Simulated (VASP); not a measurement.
# Li2O (Fm-3m) in VASP: further runs

Runs on Li2O. Level: r2SCAN. Tasks: relaxation of cell and atoms.

Everything below comes from runs of VASP 6.6.1. Logs are shortened: lines on timing, memory, paths and dates and some standing lists are left out, and cuts for length are marked.

## 1. The cell of the first run

It takes space group Fm-3m (No. 225, cubic). Conventional cell: a = 4.573 Å, b = 4.573 Å, c = 4.573 Å, α = 90.00°, β = 90.00°, γ = 90.00°. Within 2.6 Å of Li (site symmetry -43m) lie 4 O at 1.98 Å and 6 Li at 2.29 Å. O (site symmetry m-3m) has 8 Li at 1.98 Å within 2.6 Å.

## 2. Relaxation of cell and atoms, r2SCAN, target pressure 4 GPa, at which the enthalpy is minimised

POSCAR

```
Li2O
1.0
    2.2864407183      2.2864407183      0.0000000000
   -2.2864407183      2.2864407183      0.0000000000
    0.0000000000      2.2864407183      2.2864407183
Li O
2 1
Direct
    0.2500000000      0.7500000000      0.5000000000
    0.7500000000      0.2500000000      0.5000000000
    0.0000000000      0.0000000000      0.0000000000
```

INCAR.step1

```
SYSTEM = Li2O
ALGO = Normal ; EDIFF = 1E-5
EDIFFG = -0.005 ; ENCUT = 830
GGA = PE ; GGA_COMPAT = .FALSE.
IBRION = 2 ; ISIF = 3
ISMEAR = 0 ; LASPH = .TRUE.
LCHARG = .FALSE. ; LREAL = .FALSE.
LWAVE = .TRUE. ; NELM = 120
NELMIN = 4 ; NSW = 100
PREC = Accurate ; SIGMA = 0.01
```

INCAR.step2

```
SYSTEM = Li2O
ALGO = Normal ; EDIFF = 1E-7
EDIFFG = -0.002 ; ENCUT = 830
GGA_COMPAT = .FALSE. ; IBRION = 2
ISIF = 3 ; ISMEAR = 0
ISTART = 1 ; LASPH = .TRUE.
LCHARG = .FALSE. ; LMIXTAU = .TRUE.
LREAL = .FALSE. ; LWAVE = .FALSE.
METAGGA = R2SCAN ; NELM = 120
NELMIN = 4 ; NSW = 100
PREC = Accurate ; PSTRESS = 40.0
SIGMA = 0.01
```

KPOINTS

```
k-points
0
G
  8 8 8
  0 0 0
```

Potentials or basis: VASP PAW PBE potentials, release 64 (Li_sv, O).

Command:

```sh
> cat potpaw_PBE.64/Li_sv/POTCAR potpaw_PBE.64/O/POTCAR > POTCAR
> cp INCAR.step1 INCAR
> mpirun -np 1 vasp_std > vasp.out
> cp INCAR.step2 INCAR
> mpirun -np 1 vasp_std > vasp.out
```

OUTCAR:

```text
SYSTEM = Li2O
   EDIFF = 1E-7
   EDIFFG = -0.002
   ENCUT = 830
   IBRION = 2
   ISIF = 3
   ISMEAR = 0
   ISTART = 1
   LASPH = .TRUE.
   LREAL = .FALSE.
   METAGGA = R2SCAN
   NELM = 120
   NELMIN = 4
   NSW = 100
   PREC = Accurate
   PSTRESS = 40.0

 ion  position               nearest neighbor table
   1  0.250  0.750  0.500-   3 1.98   3 1.98   3 1.98   3 1.98   2 2.29   2 2.29   2 2.29   2 2.29
                             2 2.29   2 2.29
   2  0.750  0.250  0.500-   3 1.98   3 1.98   3 1.98   3 1.98   1 2.29   1 2.29   1 2.29   1 2.29
                             1 2.29   1 2.29
   3  0.000  0.000  0.000-   2 1.98   1 1.98   1 1.98   2 1.98   1 1.98   2 1.98   2 1.98   1 1.98

  LATTYP: Found a face centered cubic cell.
 ALAT       =     4.5728814366

  Lattice vectors:

 A1 = (   0.0000000000,   2.2864407183,   2.2864407183)
 A2 = (   2.2864407183,   0.0000000000,   2.2864407183)
 A3 = (   2.2864407183,   2.2864407183,   0.0000000000)

Analysis of symmetry for initial positions (statically):
=====================================================================
 Subroutine PRICEL returns:
 Original cell was already a primitive cell.

 Routine SETGRP: Setting up the symmetry group for a
 face centered cubic supercell.

 Subroutine GETGRP returns: Found 48 space group operations
 (whereof 48 operations were pure point group operations)
 out of a pool of 48 trial point group operations.

The static configuration has the point symmetry O_h .

Analysis of symmetry for dynamics (positions and initial velocities):
=====================================================================
 Subroutine PRICEL returns:
 Original cell was already a primitive cell.

 Routine SETGRP: Setting up the symmetry group for a
 face centered cubic supercell.

 Subroutine GETGRP returns: Found 48 space group operations
 (whereof 48 operations were pure point group operations)
 out of a pool of 48 trial point group operations.

The dynamic configuration has the point symmetry O_h .

 Subroutine INISYM returns: Found 48 space group operations
 (whereof 48 operations are pure point group operations),
 and found     1 'primitive' translations

----------------------------------------------------------------------------------------

                                     Primitive cell

  volume of cell :      23.9062

  direct lattice vectors                    reciprocal lattice vectors
     2.286440718  2.286440718  0.000000000     0.218680500  0.218680500 -0.218680500
    -2.286440718  2.286440718  0.000000000    -0.218680500  0.218680500 -0.218680500
     0.000000000  2.286440718  2.286440718     0.000000000  0.000000000  0.437361000

  length of vectors
     3.233515473  3.233515473  3.233515473     0.378765737  0.378765737  0.437361000

  position of ions in fractional coordinates (direct lattice)
     0.250000000  0.750000000  0.500000000
     0.750000000  0.250000000  0.500000000
     0.000000000  0.000000000  0.000000000

  ion indices of the primitive-cell ions
   primitive index   ion index
                 1           1
                 2           2
                 3           3

----------------------------------------------------------------------------------------

 KPOINTS: k-points

Automatic generation of k-mesh.
 Grid dimensions read from file:
 generate k-points for:    8    8    8

 Generating k-lattice:

  Cartesian coordinates                     Fractional coordinates (reciprocal lattice)
     0.027335063  0.027335063 -0.027335063     0.125000000  0.000000000  0.000000000
    -0.027335063  0.027335063 -0.027335063     0.000000000  0.125000000  0.000000000
     0.000000000  0.000000000  0.054670125     0.000000000  0.000000000  0.125000000

  Length of vectors
     0.047345717  0.047345717  0.054670125

  Shift w.r.t. Gamma in fractional coordinates (k-lattice)
     0.000000000  0.000000000  0.000000000

 Subroutine IBZKPT returns following result:
 ===========================================

 Found     29 irreducible k-points:

 Following reciprocal coordinates:
            Coordinates               Weight
  0.000000  0.000000  0.000000      1.000000
  0.125000  0.000000  0.000000      8.000000
  0.250000  0.000000  0.000000      8.000000
  0.375000  0.000000  0.000000      8.000000
  0.500000  0.000000  0.000000      4.000000
  0.125000  0.125000  0.000000     12.000000
[... 16 lines left out ...]
  0.375000  0.250000  0.125000     48.000000
  0.500000  0.250000  0.125000     24.000000
 [... further k-points ...]
   k-points           NKPTS =     29   k-points in BZ     NKDIM =     29   number of bands    NBANDS=     10
   number of dos      NEDOS =    301   number of ions     NIONS =      3
   total plane-waves  NPLWV =  27000
   dimension x,y,z NGX =    30 NGY =   30 NGZ =   30
   dimension x,y,z NGXF=    60 NGYF=   60 NGZF=   60
   ions per type =               2   1
   NGX,Y,Z   is equivalent  to a cutoff of  15.42, 15.42, 15.42 a.u.
   NGXF,Y,Z  is equivalent  to a cutoff of  30.85, 30.85, 30.85 a.u.
 SYSTEM =  Li2O
   PREC   = accura    normal or accurate (medium, high low for compatibility)
   ISTART =      1    job   : 0-new  1-cont  2-samecut
   ICHARG =      0    charge: 1-file 2-atom 10-const
   ISPIN  =      1    spin polarized calculation?
   LNONCOLLINEAR =      F non collinear calculations
   LSORBIT =      F    spin-orbit coupling
   LASPH  =      T    aspherical Exc in radial PAW
   ENCUT  =  830.0 eV  61.00 Ry    7.81 a.u.   7.60  7.60  7.60*2*pi/ulx,y,z
   NELM   =    120;   NELMIN=  4; NELMDL=  0     # of ELM steps
   EDIFF  = 0.1E-06   stopping-criterion for ELM
   LREAL  =      F    real-space projection
   EDIFFG = -.2E-02   stopping-criterion for IOM
   NSW    =    100    number of steps for IOM
   IBRION =      2    ionic relax: 0-MD 1-quasi-New 2-CG
   NFREE  =      1    steps in history (QN), initial steepest desc. (CG)
   ISIF   =      3    stress and relaxation
   ISYM   =      2    0-nonsym 1-usesym 2-fastsym
   POTIM  = 0.5000    time-step for ionic-motion
   TEBEG  =    0.0;   TEEND  =   0.0 temperature during run
   PSTRESS=   40.0 pullay stress
   NELECT =      12.0000    total number of electrons
   NUPDOWN=      -1.0000    fix difference up-down
   EMIN   =  10.00;   EMAX   =-10.00  energy-range for DOS
   EFERMI =   0.00;   METHOD = LEGACY
   ISMEAR =     0;   SIGMA  =   0.01  broadening in eV -4-tet -1-fermi 0-gaus
   EFERMI_NEDOS =   21; number of points for ismear=-14 and -15
   IALGO  =     38    algorithm
   IMIX   =      4    mixing-type and parameters
     AMIX     =   0.40;   BMIX     =  1.00
     AMIX_MAG =   1.60;   BMIX_MAG =  1.00
  volume/ion in A,a.u.               =       7.97        53.78
  Fermi-wavevector in a.u.,A,eV,Ry     =   1.301064  2.458654 23.031498  1.692767
  Thomas-Fermi vector in A             =   2.432222
   LORBIT       =      0    0 simple, 1 ext, 2 COOP (PROOUT), +10 PAW based schemes
   METAGGA = R2SCAN    functional components
   LHFCALC =     F    Hartree Fock is set to
   AEXX    =    0.0000 exact exchange contribution
   IVDW    =     0    specifies the selected vdW correction
   LEPSILON=     F    determine dielectric tensor
   LRPA    =     F    only Hartree local field effects (RPA)
 conjugate gradient relaxation of ions
 non-spin polarized calculation
 Gauss-broadening in eV      SIGMA  =   0.01
  energy-cutoff  :      830.00
  volume of cell :       23.91
 maximum number of plane-waves:      1316
   NGX = 15   NGY = 15   NGZ = 15

--------------------------------------- Ionic step        1  -------------------------------------------

 number of electron      12.0000003 magnetization

 Free energy of the ion-electron system (eV)
  ---------------------------------------------------
  ext. energy  EPLUGINS =         0.00000000
  ---------------------------------------------------
  free energy    TOTEN  =       -16.84217674 eV

  energy without entropy =      -16.84217674  energy(sigma->0) =      -16.84217674

------------------------ aborting loop because EDIFF is reached ----------------------------------------

  FORCE on cell =-STRESS in cart. coord.  units (eV):
  Direction    XX          YY          ZZ          XY          YZ          ZX
  --------------------------------------------------------------------------------------
  -------------------------------------------------------------------------------------
  Total        0.0336913      0.0336913      0.0336913     -0.0000000     -0.0000000     -0.0000000
  in kB        2.2579736      2.2579736      2.2579736     -0.0000000     -0.0000000     -0.0000000
  external PRESSURE =     -37.7420264 kB  Pullay stress =      40.0000000 kB
[... 63 lines left out ...]
  enthalpy is  TOTEN    =       -16.2541248961 eV   P V=        0.5807732891

--------------------------------------- Ionic step        3  -------------------------------------------

 number of electron      12.0000003 magnetization

 Free energy of the ion-electron system (eV)
  ---------------------------------------------------
  ext. energy  EPLUGINS =         0.00000000
  ---------------------------------------------------
  free energy    TOTEN  =       -16.83024023 eV

  energy without entropy =      -16.83024023  energy(sigma->0) =      -16.83024023

 E-fermi :   1.4478     XC(G=0): -10.5770

 val. band max:        1.3013120233   @ k =   0.0000   0.0000   0.0000
 cond. band min:       7.1057759010   @ k =   0.5000   0.5000   0.0000
 fundamental gap:      5.8044638777
 Fermi energy:         1.4478377046

 k-point     1 :       0.0000    0.0000    0.0000
  band No.  band energies     occupation
      1     -42.9202      2.00000
      2     -42.5274      2.00000
      3     -15.1696      2.00000
      4       1.3013      2.00000
      5       1.3013      2.00000
      6       1.3013      2.00000
      7       7.9677      0.00000
      8      14.8173      0.00000
      9      14.8174      0.00000
     10      14.8174      0.00000
[... 287 lines left out ...]
 k-point    24 :       0.5000    0.2500    0.1250
  band No.  band energies     occupation
      1     -42.7033      2.00000
      2     -42.7023      2.00000
      3     -14.9437      2.00000
      4      -1.2573      2.00000
      5       0.2563      2.00000
      6       0.4379      2.00000
      7      10.3339      0.00000
      8      13.2362      0.00000
      9      16.0360      0.00000
     10      16.5662      0.00000

 [... further k-points ...]

------------------------ aborting loop because EDIFF is reached ----------------------------------------

  FORCE on cell =-STRESS in cart. coord.  units (eV):
  Direction    XX          YY          ZZ          XY          YZ          ZX
  --------------------------------------------------------------------------------------
  -------------------------------------------------------------------------------------
  Total        0.5744545      0.5744545      0.5744545      0.0000000      0.0000000     -0.0000000
  in kB       39.9123420     39.9123420     39.9123420      0.0000000      0.0000000     -0.0000000
  external PRESSURE =      -0.0876580 kB  Pullay stress =      40.0000000 kB
[... 18 lines left out ...]
  FREE ENERGIE OF THE ION-ELECTRON SYSTEM (eV)
  ---------------------------------------------------
  free  energy   TOTEN  =       -16.8302402265 eV

  energy  without entropy=      -16.8302402265  energy(sigma->0) =      -16.83024023

  enthalpy is  TOTEN    =       -16.2545241055 eV   P V=        0.5757161211

 reached required accuracy - stopping structural energy minimisation
```

It took 2.9 min on 1 thread of Intel Xeon Platinum 8259CL at 2.50GHz (Skylake/Cascade Lake), shared host; peak memory 0.17 GiB.

What came out:

* Free energy: -16.8302 eV
* Relaxed volume: 7.69 Å³/atom
* Relaxed cell: a = 3.195 Å, b = 3.195 Å, c = 3.195 Å, α = 60.00°, β = 60.00°, γ = 90.00°
* Space group after relaxing (to 0.1 Å): Fm-3m (No. 225)
* Energy change on relaxing (the run minimises the enthalpy): +4.0 meV/atom
* Ionic steps: 3
* Pressure after relaxing: 4.0 GPa
* Band gap on the k mesh: 5.80 eV (least direct gap 6.67 eV)

Step by step:
| step | energy change (eV) | largest force (eV/Å) | pressure (GPa) | volume (Å³) |
| --- | --- | --- | --- | --- |
| 1 | 0.0000 | 0.0000 | 0.23 | 23.91 |
| 2 | 0.0073 | 0.0000 | 3.06 | 23.26 |
| 3 | 0.0119 | 0.0000 | 3.99 | 23.06 |

Final structure:
```
Li O
1.0
     2.25914    2.25914    0.00000
    -2.25914    2.25914    0.00000
     0.00000    2.25914    2.25914
Li O
2 1
Direct
  0.25000 0.75000 0.50000
  0.75000 0.25000 0.50000
  0.00000 0.00000 0.00000
```

Levels at points of the mesh, in eV from the valence-band top:
| k point | band 3 | band 4 | band 5 | band 6 | band 7 | band 8 | band 9 | band 10 |
| --- | --- | --- | --- | --- | --- | --- | --- | --- |
| (0.00, 0.00, 0.00) | -16.47 | 0.00 | 0.00 | 0.00 | 6.67 | 13.52 | 13.52 | 13.52 |
| (0.50, 0.00, 0.00) | -16.27 | -2.87 | -0.48 | -0.48 | 10.55 | 11.61 | 13.45 | 13.45 |
| (0.50, 0.50, 0.00) | -16.23 | -1.60 | -1.49 | -1.49 | 5.80 | 15.43 | 15.43 | 17.01 |

Caveat: the cell is relaxed towards a set pressure, so the run minimises the enthalpy, not the energy; the PAW data sets were made with another functional, which shifts forces and pressure a little. A k mesh can miss the band edges.

## 3. Relaxation of cell and atoms, r2SCAN, target pressure 7 GPa, at which the enthalpy is minimised

POSCAR is that of step 2.

INCAR.step1

```
SYSTEM = Li2O
  PREC = Accurate
  ENCUT = 830
  ISMEAR = 0
  SIGMA = 0.01
  LREAL = .FALSE.
  LASPH = .TRUE.
  NELM = 120
  GGA = PE
  ALGO = Normal
  EDIFF = 1E-5
  LWAVE = .TRUE.
  LCHARG = .FALSE.
  GGA_COMPAT = .FALSE.
  IBRION = 2
  ISIF = 3
  EDIFFG = -0.005
  NELMIN = 4
  NSW = 100
```

INCAR.step2

```
SYSTEM = Li2O
  PREC = Accurate
  ENCUT = 830
  EDIFF = 1E-7
  ISMEAR = 0
  SIGMA = 0.01
  LREAL = .FALSE.
  LASPH = .TRUE.
  NELM = 120
  ALGO = Normal
  ISIF = 3
  LWAVE = .FALSE.
  LCHARG = .FALSE.
  METAGGA = R2SCAN
  LMIXTAU = .TRUE.
  IBRION = 2
  NSW = 100
  EDIFFG = -0.002
  PSTRESS = 70.0
  ISTART = 1
  GGA_COMPAT = .FALSE.
  NELMIN = 4
```

KPOINTS

```
regular mesh
0
G
  8 8 8
  0 0 0
```

Potentials or basis: VASP PAW PBE potentials, release 64 (Li_sv, O).

Command:

```sh
> cat potpaw_PBE.64/Li_sv/POTCAR potpaw_PBE.64/O/POTCAR > POTCAR
> cp INCAR.step1 INCAR
> mpirun -np 1 vasp_std > vasp.out
> cp INCAR.step2 INCAR
> mpirun -np 1 vasp_std > vasp.out
```

Wall time 3.5 min (1 thread of Intel Xeon Platinum 8259CL at 2.50GHz (Skylake/Cascade Lake), shared host); peak memory 0.17 GiB.

Results (log left out):

- Free energy: -16.8095 eV
- Relaxed volume: 7.49 Å³/atom
- Relaxed cell: a = 3.167 Å, b = 3.167 Å, c = 3.167 Å, α = 60.00°, β = 60.00°, γ = 90.00°
- Space group after relaxing (to 0.1 Å): Fm-3m (No. 225)
- Energy change on relaxing (the run minimises the enthalpy): +10.9 meV/atom
- Ionic steps: 4
- Pressure after relaxing: 7.0 GPa
- Band gap on the k mesh: 5.86 eV (least direct gap 6.90 eV)

Step by step:
| step | energy change (eV) | largest force (eV/Å) | pressure (GPa) | volume (Å³) |
| --- | --- | --- | --- | --- |
| 1 | 0.0000 | 0.0000 | 0.23 | 23.91 |
| 2 | 0.0211 | 0.0000 | 5.46 | 22.76 |
| 3 | 0.0370 | 0.0000 | 7.51 | 22.37 |
| 4 | 0.0327 | 0.0000 | 6.99 | 22.47 |

Final structure:
```yaml
crystal:
  lattice:
    - [2.23961, 2.23961, 0.00000]
    - [-2.23961, 2.23961, 0.00000]
    - [0.00000, 2.23961, 2.23961]
  atoms:
    - { symbol: Li, position: [0.25000, 0.75000, 0.50000] }
    - { symbol: Li, position: [0.75000, 0.25000, 0.50000] }
    - { symbol: O, position: [0.00000, 0.00000, 0.00000] }
```

Levels at points of the mesh, in eV from the valence-band top:
```csv
k point,band 3,band 4,band 5,band 6,band 7,band 8,band 9,band 10
"(0.00, 0.00, 0.00)",-16.51,0.00,0.00,0.00,6.90,13.68,13.68,13.68
"(0.50, 0.00, 0.00)",-16.31,-2.93,-0.50,-0.50,10.74,11.93,13.60,13.60
"(0.50, 0.50, 0.00)",-16.28,-1.61,-1.54,-1.54,5.86,15.70,15.70,17.41
```

Caveat: the cell is relaxed towards a set pressure, so the run minimises the enthalpy, not the energy; the PAW data sets were made with another functional, which shifts forces and pressure a little. A k mesh can miss the band edges.

[end of part 1 of 2]
